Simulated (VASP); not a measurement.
Input of a VASP 6.6.1 run:

INCAR

```
SYSTEM = Hf3N4
ALGO = Normal
EDIFF = 1E-8
ENCUT = 520
GGA = PE
GGA_COMPAT = .False.
ISIF = 2
ISMEAR = -1
KPAR = 4
LASPH = .True.
LCHARG = .False.
LEFG = .True.
LMAXMIX = 4
LORBIT = 11
LORBMOM = .True.
LREAL = .False.
LSORBIT = .True.
LWAVE = .False.
MAGMOM = 0 0 0 0 0 0 0 0 0 0 0 0 0 0 0 0 0 0 0 0 0 0 0 0 0 0 0 0 0 0 0 0 0 0 0 0 0 0 0 0 0 0
NBANDS = 124
NELM = 200
PREC = Accurate
SIGMA = 0.02
```

Contents of KPOINTS:

```
k-points
0
Gamma
  6 6 6
  0 0 0
```

POSCAR

```
Hf3N4
1.0
   -3.3505000000      3.3505000000      3.3505000000
    3.3505000000     -3.3505000000      3.3505000000
    3.3505000000      3.3505000000     -3.3505000000
Hf N
6 8
Direct
    0.2500000000      0.6250000000      0.3750000000
    0.3750000000      0.2500000000      0.6250000000
    0.7500000000      0.8750000000      0.1250000000
    0.1250000000      0.7500000000      0.8750000000
    0.6250000000      0.3750000000      0.2500000000
    0.8750000000      0.1250000000      0.7500000000
    0.1355620488      0.1355620488      0.1355620488
    0.8644379512      0.5000000000      0.0000000000
    0.5000000000      0.0000000000      0.3644379512
    0.0000000000      0.8644379512      0.5000000000
    0.3644379512      0.5000000000      0.0000000000
    0.6355620488      0.6355620488      0.6355620488
    0.0000000000      0.3644379512      0.5000000000
    0.5000000000      0.0000000000      0.8644379512
```

Potentials or basis: VASP PAW PBE potentials, release 64 (Hf_pv, N).

Command:

```console
$ cat potpaw_PBE.64/Hf_pv/POTCAR potpaw_PBE.64/N/POTCAR > POTCAR
$ mpirun -np 4 vasp_ncl > vasp.out
```

What does it give for the net moment?

0.00 μB per cell.

What does it give for the pressure?

0.7 GPa.

Estimate the largest force.

0.036 eV/Å.

Electric field gradients, principal values (V/Å²):
```tsv
atom	least	middle	greatest (by size)
1 Hf	-110.021	-110.021	220.042
2 Hf	-110.021	-110.021	220.042
3 Hf	-110.021	-110.021	220.042
4 Hf	-110.021	-110.021	220.042
5 Hf	-110.021	-110.021	220.042
6 Hf	-110.021	-110.021	220.042
7 N	-3.804	-3.804	7.607
8 N	-3.800	-3.804	7.604
9 N	-3.800	-3.804	7.604
10 N	-3.800	-3.804	7.604
11 N	-3.800	-3.804	7.604
12 N	-3.804	-3.804	7.607
13 N	-3.800	-3.804	7.604
14 N	-3.800	-3.804	7.604
```

Caveat: without QUAD_EFG the Cq values of the log hold for a quadrupole moment of 1 mb, not for the nuclei.
